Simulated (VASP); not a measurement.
Runs of VASP 6.6.1 on GaAs. The structure is that of space group F-43m (No. 216), or close to it. The cells are those of the table. 

```tsv
task	cell	cutoff (eV)	gap on the mesh (eV)	pressure (GPa)
single point	a = 4.046 Å, angles 60.0, 60.0, 90.0°, 2 atoms	520	0.71	-1.9
single point	a = 3.814 Å, angles 60.0, 60.0, 90.0°, 2 atoms	520	1.46	(b)
relaxation of cell and atoms	relaxed to 2 GPa from a = 4.007 Å, angles 60.0, 60.0, 90.0°, 2 atoms	600	(a)	2.0
relaxation of cell and atoms	relaxed to 4 GPa from a = 4.007 Å, angles 60.0, 60.0, 90.0°, 2 atoms	600	1.34	4.0
single point	a = 3.942 Å, angles 60.0, 60.0, 90.0°, 2 atoms	520	1.34	4.1
```

Alike in all rows: level r2SCAN; potentials or basis VASP PAW PBE potentials, release 64 (Ga_d, As); no spin polarisation; k mesh 8 × 8 × 8; smearing gaussian 0.01 eV.

**Question.** Estimate the missing entries.

**Answer.** (a) 1.14; (b) 15.2.

Caveats: the PAW data sets were made with another functional, which shifts forces and pressure a little; the cell is relaxed towards a set pressure, so the enthalpy falls and the energy may rise (some runs).

A k mesh can miss the band edges, and the runs leave out spin-orbit coupling on As, Ga.
